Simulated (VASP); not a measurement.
A run of VASP 6.6.1:

File INCAR:

```
ALGO     = Fast           # electronic algorithm
EDIFF    = 1E-7           # SCF threshold, eV
EDIFFG   = -0.01          # ionic threshold
ENCUT    = 600            # plane-wave cutoff, eV
GGA      = PE             # functional
IBRION   = 2              # ionic algorithm
ISIF     = 3              # what is computed and relaxed
ISMEAR   = 0              # smearing method
LASPH    = T              # aspherical terms in the spheres
LCHARG   = F              # write CHGCAR
LREAL    = F              # projectors in reciprocal space
LWAVE    = F              # write WAVECAR
NELM     = 100            # most SCF steps
NSW      = 100            # ionic steps
PREC     = Accurate       # precision mode
SIGMA    = 0.1            # smearing width, eV
```

File KPOINTS:

```
k-points
0
Gamma
  12 8 6
```

Contents of POSCAR:

```
Nb3CdB
1.0
    2.9796333827      0.0000000000      0.0000000000
    0.0000000000      4.7035664219      0.0000000000
    0.0000000000      0.0000000000      6.4192074799
Nb Cd B
3 1 1
Direct
    0.0000000000      0.0000000000      0.0000000000
    0.0000000000      0.5000000000      0.2513850854
    0.0000000000      0.5000000000      0.7486149146
    0.0000000000      0.0000000000      0.5000000000
    0.5000000000      0.5000000000      0.0000000000
```

Potentials or basis: VASP PAW PBE potentials, release 64 (Nb_sv, Cd, B).

The run is started by

```console
$ cat potpaw_PBE.64/Nb_sv/POTCAR potpaw_PBE.64/Cd/POTCAR potpaw_PBE.64/B/POTCAR > POTCAR
$ mpirun -np 1 vasp_std > vasp.out
```

Hardware: 1 thread of Intel Xeon 8259CL (shared host).

Question: How long does it take, and how much memory?

Answer: It took 95 min on 1 thread of Intel Xeon 8259CL, with other jobs on the host, peak memory 0.59 GiB. Counts: scf iterations 134, k points 140, ion steps 6.
